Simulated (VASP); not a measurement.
Write the native input for VASP 6.6.1 that does the following.

* Task: single point
* Functional: LDA
* Potentials or basis: VASP PAW LDA potentials, release 64 (B, N)
* Cutoff: 600 eV
* k mesh: 9 × 9 × 4
* Occupations: gaussian, width 0.1 eV
* Spin: no spin polarisation
* Dipole correction: no
* Further INCAR settings: ALGO = Normal; EDIFF = 1e-06; NBANDS = 16

The structure of BN (lda) lies in POSCAR:

```
BN
1.0
    2.4888436504      0.0000000000      0.0000000000
   -1.2444218252      2.1554018273      0.0000000000
    0.0000000000      0.0000000000      6.5324323347
B N
2 2
Direct
    0.3333333333      0.6666666667      0.2500000000
    0.6666666667      0.3333333333      0.7500000000
    0.3333333333      0.6666666667      0.7500000000
    0.6666666667      0.3333333333      0.2500000000
```

The input as run:

INCAR

```
SYSTEM = BN
PREC     = Accurate       ! precision mode
ENCUT    = 600            ! plane-wave cutoff, eV
EDIFF    = 1E-6           ! SCF threshold, eV
ISMEAR   = 0              ! smearing method
SIGMA    = 0.1            ! smearing width, eV
LREAL    = .False.        ! projectors in reciprocal space
LASPH    = .True.         ! aspherical terms in the spheres
NELM     = 120            ! most SCF steps
ALGO     = Normal         ! electronic algorithm
ISIF     = 2              ! what is computed and relaxed
LWAVE    = .False.        ! write WAVECAR
LCHARG   = .False.        ! write CHGCAR
NBANDS   = 16             ! bands
GGA_COMPAT= .False.
```

KPOINTS

```
Automatic mesh
0
Gamma
  9 9 4
  0 0 0
```

Potentials or basis: VASP PAW LDA potentials, release 64 (B, N).

The run is started by

```bash
$ cat potpaw_LDA.64/B/POTCAR potpaw_LDA.64/N/POTCAR > POTCAR
$ mpirun -np 1 vasp_std > vasp.out
```

Results of the run:

The pressure is 0.2 GPa. The band gap on the k mesh is 4.22 eV, indirect (least direct gap 4.50 eV).

It took 10 s on 1 thread of Intel(R) Xeon(R) 6975P-C (Granite Rapids), on a shared host, peak memory 0.14 GiB.
